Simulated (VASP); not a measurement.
Ti4C: single point with LDA

System: Ti4C, a slab with vacuum.

```
Ti C
1.0
     2.86396    0.00000    0.00000
    -1.43198    2.48026    0.00000
     0.00000    0.00000   22.24123
Ti C
4 1
Direct
  0.66667 0.33333 0.17985
  0.33333 0.66667 0.28179
  0.66667 0.33333 0.38787
  0.33333 0.66667 0.48294
  0.00000 0.00000 0.52545
```

* Program: VASP 6.6.1
* Task: single point
* Functional: LDA
* Potentials or basis: VASP PAW LDA potentials, release 64 (Ti_sv, C)
* Cutoff: 520 eV
* k mesh: 9 × 9 × 1
* Occupations: gaussian, width 0.1 eV
* Spin: no spin polarisation

```yaml
Largest_force: 1.248 eV/Å
Band_gap_on_the_k_mesh: zero (bands 26 and 27 overlap by 0.59 eV)
```

Forces in eV/Å, atoms in the order of the input:
```
Ti   0.000  0.000  0.588
Ti   0.000  0.000 -0.344
Ti   0.000  0.000 -1.248
Ti   0.000  0.000  0.948
C    0.000  0.000  0.056
```

Levels at points of the mesh, in eV from the Fermi level:
```
           k point  band 23  band 24  band 25  band 26  band 27  band 28  band 29  band 30
(0.00, 0.00, 0.00)    -0.99    -0.21     0.39     0.50     0.76     0.76     0.82     0.82
```

It took 2.1 min on 1 thread of Intel(R) Xeon(R) Platinum 8175M CPU @ 2.50GHz (Skylake/Cascade Lake), with other jobs on the host, peak memory 0.26 GiB.
